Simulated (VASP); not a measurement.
# Al2Si (Imma) in VASP: relaxation of cell and atoms with PBE

Aim: the relaxation of cell and atoms of Al2Si with PBE.

Program: VASP 6.6.1. These are calculated values, not measurements. Logs are shortened: lines on timing, memory, paths and dates and some standing lists are left out, and cuts for length are marked.

## Step 1: The cell of the first run

It takes space group Imma (No. 74, orthorhombic). The conventional cell has a = 4.195 Å, b = 6.711 Å, c = 7.112 Å, α = 90.00°, β = 90.00°, γ = 90.00°. Al (site symmetry m) has 4 Al at 2.41 to 2.66 Å and 6 Si at 2.89 to 3.04 Å within 3.2 Å. Si (site symmetry mm2) has 12 Al at 2.89 to 3.04 Å and 4 Si at 3.42 to 3.58 Å within 3.8 Å.

## Step 2: Relaxation of cell and atoms, PBE

INCAR reads:

```
PREC = Accurate
ENCUT = 600
EDIFF = 1E-6
ISMEAR = 0
SIGMA = 0.1
LREAL = False
LASPH = True
NELM = 60
ALGO = Normal
ISIF = 3
LWAVE = False
LCHARG = False
GGA = PE
IBRION = 2
NSW = 90
EDIFFG = -0.04
```

KPOINTS reads:

```
Automatic mesh
0
Gamma
  6 6 6
```

POSCAR reads:

```
Al2Si
1.0
   -2.0976383083      3.3553448427      3.5559546345
    2.0976383083     -3.3553448427      3.5559546345
    2.0976383083      3.3553448427     -3.5559546345
Al Si
4 2
Direct
    0.2140000000      0.1620000000      0.0520000000
    0.6100000000      0.1620000000      0.4480000000
    0.7860000000      0.8380000000      0.9480000000
    0.3900000000      0.8380000000      0.5520000000
    0.7960000000      0.5460000000      0.2500000000
    0.2040000000      0.4540000000      0.7500000000
```

Potentials or basis: VASP PAW PBE potentials, release 64 (Al, Si).

The run is started by

```console
$ cat potpaw_PBE.64/Al/POTCAR potpaw_PBE.64/Si/POTCAR > POTCAR
$ mpirun -np 1 vasp_std > vasp.out
```

OUTCAR:

```text
PREC = Accurate
   ENCUT = 600
   EDIFF = 1E-6
   ISMEAR = 0
   LREAL = False
   LASPH = True
   NELM = 60
   ISIF = 3
   GGA = PE
   IBRION = 2
   NSW = 90
   EDIFFG = -0.04

 ion  position               nearest neighbor table
   1  0.214  0.162  0.052-   3 2.41   4 2.44   4 2.44   2 2.66   6 2.89   6 2.89   6 2.90   5 3.03
                             5 3.03   5 3.04
   2  0.610  0.162  0.448-   4 2.41   3 2.44   3 2.44   1 2.66   6 2.89   6 2.89   6 2.90   5 3.03
                             5 3.03   5 3.04
   3  0.786  0.838  0.948-   1 2.41   2 2.44   2 2.44   4 2.66   5 2.89   5 2.89   5 2.90   6 3.03
                             6 3.03   6 3.04
   4  0.390  0.838  0.552-   2 2.41   1 2.44   1 2.44   3 2.66   5 2.89   5 2.89   5 2.90   6 3.03
                             6 3.03   6 3.04
   5  0.796  0.546  0.250-   4 2.89   4 2.89   3 2.89   3 2.89   4 2.90   3 2.90   2 3.03   1 3.03
                             1 3.03   2 3.03   1 3.04   2 3.04
   6  0.204  0.454  0.750-   2 2.89   1 2.89   2 2.89   1 2.89   2 2.90   1 2.90   4 3.03   3 3.03
                             3 3.03   4 3.03   3 3.04   4 3.04

  LATTYP: Found a body centered orthorhombic cell.
 ALAT       =     4.1952766166
 B/A-ratio  =     1.5995821727
 C/A-ratio  =     1.6952181987

  Lattice vectors:

 A1 = (  -2.0976383083,   3.3553448427,   3.5559546345)
 A2 = (   2.0976383083,  -3.3553448427,   3.5559546345)
 A3 = (   2.0976383083,   3.3553448427,  -3.5559546345)

Analysis of symmetry for initial positions (statically):
=====================================================================
 Subroutine PRICEL returns:
 Original cell was already a primitive cell.

 Routine SETGRP: Setting up the symmetry group for a
 body centered orthorhombic supercell.

 Subroutine GETGRP returns: Found  8 space group operations
 (whereof  4 operations were pure point group operations)
 out of a pool of  8 trial point group operations.

The static configuration has the point symmetry C_2h.
 The point group associated with its full space group is D_2h.

Analysis of symmetry for dynamics (positions and initial velocities):
=====================================================================
 Subroutine PRICEL returns:
 Original cell was already a primitive cell.

 Routine SETGRP: Setting up the symmetry group for a
 body centered orthorhombic supercell.

 Subroutine GETGRP returns: Found  8 space group operations
 (whereof  4 operations were pure point group operations)
 out of a pool of  8 trial point group operations.

The dynamic configuration has the point symmetry C_2h.
 The point group associated with its full space group is D_2h.

 Subroutine INISYM returns: Found  8 space group operations
 (whereof  4 operations are pure point group operations),
 and found     1 'primitive' translations

----------------------------------------------------------------------------------------

[... 142 lines left out ...]
 number of electron      20.0000000 magnetization

 Free energy of the ion-electron system (eV)
  ---------------------------------------------------
  ext. energy  EPLUGINS =         0.00000000
  ---------------------------------------------------
  free energy    TOTEN  =       -22.61562752 eV

  energy without entropy =      -22.60612278  energy(sigma->0) =      -22.61087515

------------------------ aborting loop because EDIFF is reached ----------------------------------------

  FORCE on cell =-STRESS in cart. coord.  units (eV):
  Direction    XX          YY          ZZ          XY          YZ          ZX
  --------------------------------------------------------------------------------------
  -------------------------------------------------------------------------------------
  Total        5.9597124      0.0535157      7.5381892      0.0000000      0.0000000      0.0000000
  in kB       95.3788127      0.8564609    120.6406437      0.0000000      0.0000000      0.0000000
  external PRESSURE =      72.2919725 kB  Pullay stress =       0.0000000 kB
[... 101 lines left out ...]
  FREE ENERGIE OF THE ION-ELECTRON SYSTEM (eV)
  ---------------------------------------------------
  free  energy   TOTEN  =       -22.9632761405 eV

  energy  without entropy=      -22.9459783981  energy(sigma->0) =      -22.95462727

 E-fermi :   6.9590     XC(G=0):  -9.9369

 val. band max:        6.9463138809   @ k =   0.3333   0.1667  -0.0000
 cond. band min:       6.9818024917   @ k =   0.3333  -0.3333   0.3333
 fundamental gap:      0.0354886108
 Fermi energy:         6.9590453297

 k-point     1 :       0.0000    0.0000    0.0000
  band No.  band energies     occupation
      1      -4.2052      2.00000
      2       0.4559      2.00000
      3       1.7907      2.00000
      4       1.9192      2.00000
      5       2.1278      2.00000
      6       5.1072      2.00000
      7       5.1384      2.00000
      8       5.2063      2.00000
      9       5.6893      2.00000
     10       5.7220      2.00000
     11       6.2820      2.00000
     12       6.2968      2.00000
     13       6.5072      2.00000
     14       6.9451      1.15658
[... 379 lines left out ...]
      3      -0.7929      2.00000
      4       0.2675      2.00000
      5       3.2577      2.00000
      6       3.7293      2.00000
      7       3.8064      2.00000
      8       4.5462      2.00000
      9       4.8327      2.00000
     10       5.2837      2.00000
     11       7.0331      0.29527
     12       7.8928      0.00000
     13       8.5492      0.00000
     14       9.3354      0.00000

 [... further k-points ...]

[... ionic steps 4 to 78 ...]

--------------------------------------- Ionic step       79  -------------------------------------------

 number of electron      20.0000000 magnetization

------------------------ aborting loop because EDIFF is reached ----------------------------------------
[... 75 lines left out ...]
--------------------------------------- Ionic step       81  -------------------------------------------

 number of electron      20.0000000 magnetization

 Free energy of the ion-electron system (eV)
  ---------------------------------------------------
  ext. energy  EPLUGINS =         0.00000000
  ---------------------------------------------------
  free energy    TOTEN  =       -24.63213134 eV

  energy without entropy =      -24.62448270  energy(sigma->0) =      -24.62830702

 E-fermi :   7.5502     XC(G=0): -10.1487

 val. band max:        7.5274387710   @ k =   0.3333  -0.1667   0.1667
 cond. band min:       7.5683717493   @ k =   0.1667   0.3333   0.1667
 fundamental gap:      0.0409329783
 Fermi energy:         7.5502143807

 k-point     1 :       0.0000    0.0000    0.0000
  band No.  band energies     occupation
      1      -4.4543      2.00000
      2       0.2778      2.00000
      3       0.9831      2.00000
      4       1.3604      2.00000
      5       1.7873      2.00000
      6       3.3231      2.00000
      7       3.3361      2.00000
      8       6.4908      2.00000
      9       8.8438      0.00000
     10       9.4952      0.00000
     11       9.8659      0.00000
     12      10.7908      0.00000
     13      11.1694      0.00000
     14      11.5012      0.00000
[... 424 lines left out ...]
  FREE ENERGIE OF THE ION-ELECTRON SYSTEM (eV)
  ---------------------------------------------------
  free  energy   TOTEN  =       -24.6321313411 eV

  energy  without entropy=      -24.6244827033  energy(sigma->0) =      -24.62830702

 reached required accuracy - stopping structural energy minimisation
```

CONTCAR:

```text
Al2Si
   1.00000000000000
    -1.7541427488020169    2.7753566363564341    5.2731494571179018
     1.7541427488020169   -2.7753566363564341    5.2731494571179018
     1.7541427488020169    2.7753566363564341   -5.2731494571179018
  Al              Si
     4     2
Direct
     0.1443868272804449    0.1452267293745121    0.9991600979059327
     0.6460666314685792    0.1452267293745121    0.5008399020940668
     0.8556131727195552    0.8547732706254871    0.0008399020940676
     0.3539333685314203    0.8547732706254871    0.4991600979059327
     0.7489350916863119    0.4989350916863118    0.2500000000000000
     0.2510649083136879    0.5010649083136876    0.7500000000000000

  0.00000000E+00  0.00000000E+00  0.00000000E+00
  0.00000000E+00  0.00000000E+00  0.00000000E+00
  0.00000000E+00  0.00000000E+00  0.00000000E+00
  0.00000000E+00  0.00000000E+00  0.00000000E+00
  0.00000000E+00  0.00000000E+00  0.00000000E+00
  0.00000000E+00  0.00000000E+00  0.00000000E+00
```

It took 38 min on 1 thread of Intel Xeon 6975P-C (Granite Rapids), shared host; peak memory 0.39 GiB.

What came out:

- Free energy: -24.6321 eV
- Relaxed volume: 17.11 Å³/atom
- Relaxed cell: a = 6.212 Å, b = 6.212 Å, c = 6.212 Å, α = 147.19°, β = 126.92°, γ = 63.82°
- Space group after relaxing (to 0.1 Å): Cmmm (No. 65)
- Energy gained by relaxing: 336.1 meV/atom
- Ionic steps: 81
- Pressure after relaxing: 0.0 GPa
- Largest force after relaxing: 0.032 eV/Å
- Band gap on the k mesh: zero (bands 10 and 11 overlap by 3.80 eV)

Forces on the atoms (eV/Å):
```
Al   0.000  0.023 -0.020
Al   0.000 -0.023 -0.020
Al   0.000 -0.023  0.020
Al   0.000  0.023  0.020
Si   0.000  0.000  0.032
Si   0.000  0.000 -0.032
```

Stress tensor (GPa, compression positive):
```
 0.14  0.00  0.00
 0.00 -0.25  0.00
 0.00  0.00  0.15
```

Step by step:
```tsv
step	energy change (eV)	largest force (eV/Å)	pressure (GPa)	volume (Å³)
1	0.0000	0.3331	7.23	100.11
4	-0.4711	0.4723	-1.61	109.79
7	-1.1881	0.6999	2.84	98.66
10	-1.3563	0.1180	1.70	100.15
13	-1.4163	0.1762	-1.11	104.14
16	-1.4668	0.0519	0.40	101.90
19	-1.6196	0.3954	-1.17	104.72
22	-1.6366	0.4831	-1.33	105.34
25	-1.6515	0.4563	-1.13	105.01
28	-1.6927	0.1778	1.64	100.70
31	-1.7131	0.0836	-0.16	102.85
34	-1.7150	0.0664	0.13	102.37
37	-1.7195	0.0734	-0.29	102.86
40	-1.7252	0.0667	0.28	101.90
43	-1.6710	0.2181	7.58	93.88
46	-1.7587	0.2424	4.01	96.99
49	-1.7592	0.2226	4.31	96.68
52	-1.7597	0.2033	4.78	96.21
55	-1.7636	0.2025	4.49	96.49
58	-1.7939	0.1723	3.62	97.41
61	-1.8494	0.1253	-2.02	104.88
64	-1.8751	0.0782	-0.27	102.40
67	-1.9216	0.5355	2.39	100.62
70	-1.9631	0.3693	1.41	101.27
73	-1.9765	0.3737	0.85	102.06
76	-1.9983	0.2083	-0.93	104.16
79	-2.0128	0.0805	0.08	102.67
81	-2.0165	0.0324	0.01	102.69
```

Final structure:
```
CELL_PARAMETERS angstrom
-1.75414 2.77536 5.27315
1.75414 -2.77536 5.27315
1.75414 2.77536 -5.27315
ATOMIC_POSITIONS crystal
Al 0.14439 0.14523 0.99916
Al 0.64607 0.14523 0.50084
Al 0.85561 0.85477 0.00084
Al 0.35393 0.85477 0.49916
Si 0.74894 0.49894 0.25000
Si 0.25106 0.50106 0.75000
```

Caveat: a cell axis changed by over 15 % at a fixed basis, so the end point is rough.
